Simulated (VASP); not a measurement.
The system is Sr2CuSeO6.

```xyz
10
Lattice="0.0000 5.3263 0.0000 5.3263 0.0000 0.0000 2.6632 2.6632 -4.1518" Properties=species:S:1:pos:R:3 pbc="T T T"
O     1.5819    1.0972    0.0000
O     4.2291    1.5819    0.0000
O     3.7444    4.2291    0.0000
O     1.0972    3.7444    0.0000
O     2.6632    2.6632   -1.8268
O     5.3263    5.3263   -2.3250
Sr    2.6632    5.3263   -2.0759
Sr    5.3263    2.6632   -2.0759
Cu    0.0000    0.0000    0.0000
Se    2.6632    2.6632    0.0000
```

Base run:

| Quantity | Value |
| --- | --- |
| Program | VASP 6.6.1 |
| Functional | r2SCAN |
| Dispersion | D3(BJ) |
| Potentials or basis | VASP PAW PBE potentials, release 64 (O, Sr_sv, Cu, Se) |
| Cutoff | 520 eV |
| k mesh | 4 × 4 × 4 |
| Occupations | fermi-dirac, width 0.0402 eV |
| Spin | no spin polarisation |

Its results: band gap on the k mesh zero (an odd number of electrons rules out a gap without spin polarisation); pressure -3.1 GPa; largest force 0.992 eV/Å.

Question: The run is repeated on the same cell with these changes: dispersion from D3(BJ) to none. What comes out?

Answer: Band gap on the k mesh zero (an odd number of electrons rules out a gap without spin polarisation); pressure -1.5 GPa; largest force 0.993 eV/Å.

Dispersion adds attraction, which lowers the pressure at fixed volume and, as a term added to the energy, leaves the levels alone.

Caveats: the PAW data sets were made with another functional, which shifts forces and pressure a little; an odd number of electrons without spin polarisation forces a metal; a magnetic or distorted state may lie lower; semilocal functionals often make such compounds metallic where correlation or magnetic order opens a gap, which also shifts bond lengths; three body term missing (at least some runs); the cell stands under tension (at least some runs).
